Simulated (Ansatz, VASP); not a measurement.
# Hf4Te: VASP beside Ansatz

The input INCAR:

```
PREC = Accurate
ENCUT = 520
EDIFF = 1E-6
ISMEAR = 0
SIGMA = 0.1
LREAL = False
LASPH = True
NELM = 80
ALGO = Normal
ISIF = 2
LWAVE = False
LCHARG = False
GGA = PE
NBANDS = 31
```

File KPOINTS:

```
Automatic mesh
0
Gamma
  6 6 6
```

File POSCAR:

```
Hf4Te
1.0
   -2.4106620700      2.4106620700      4.5579502700
    2.4106620700     -2.4106620700      4.5579502700
    2.4106620700      2.4106620700     -4.5579502700
Hf Te
4 1
Direct
    0.2450000000      0.2450000000      0.0000000000
    0.7550000000      0.7550000000      0.0000000000
    0.5000000000      0.0000000000      0.5000000000
    0.0000000000      0.5000000000      0.5000000000
    0.0000000000      0.0000000000      0.0000000000
```

Input for Ansatz:

```yaml
crystal:
  lattice:
    - [-2.41066207, 2.41066207, 4.55795027]
    - [2.41066207, -2.41066207, 4.55795027]
    - [2.41066207, 2.41066207, -4.55795027]
  atoms:
    - { symbol: Hf, position: [0.245, 0.245, 0.0] }
    - { symbol: Hf, position: [0.755, 0.755, 0.0] }
    - { symbol: Hf, position: [0.5, 0.0, 0.5] }
    - { symbol: Hf, position: [0.0, 0.5, 0.5] }
    - { symbol: Te, position: [0.0, 0.0, 0.0] }
basis:
  ecutwfc: 420
kpoints:
  mp_grid: { grid: [6, 6, 6] }
hamiltonian:
  xc: pbe
scf:
  occupations: { method: gaussian, width: 0.1 }
  lower_state_search: "off"
output:
  forces: true
  stress: true
  eigenvalues: true
```

Change from the starting cell: species swapped into the PbF4 type (I4/mmm, No. 139).

Alike in both runs: task single point; functional PBE; k mesh 6 × 6 × 6; occupations gaussian, width 0.1 eV; no spin polarisation.

```csv
,VASP,Ansatz
version,VASP 6.6.1,Ansatz 0.2.0
potentials or method,"VASP PAW PBE potentials, release 64 (Hf_pv, Te), cutoff 520 eV","scalar-relativistic, plane waves, PAW"
valence electrons in the cell,46,120
```

Ansatz gave:

```
gap on the k mesh at the Fermi level (eV) : none
rms of the force components (eV/Å)        : 4.606
```

Which values does VASP return?

gap on the k mesh at the Fermi level (eV): none; rms of the force components (eV/Å): 4.601.

Atom by atom the forces differ by 0.005 eV/Å (rms over components). A gap of «none» marks a metal or a gap that the smearing closes. The functional is the same, so the differences come from potentials, cutoffs and numerics. VASP's potentials hold 46 valence electrons a cell and Ansatz's 120, so a difference there can come from the potentials and not from the codes.

Spin-orbit coupling is off throughout.
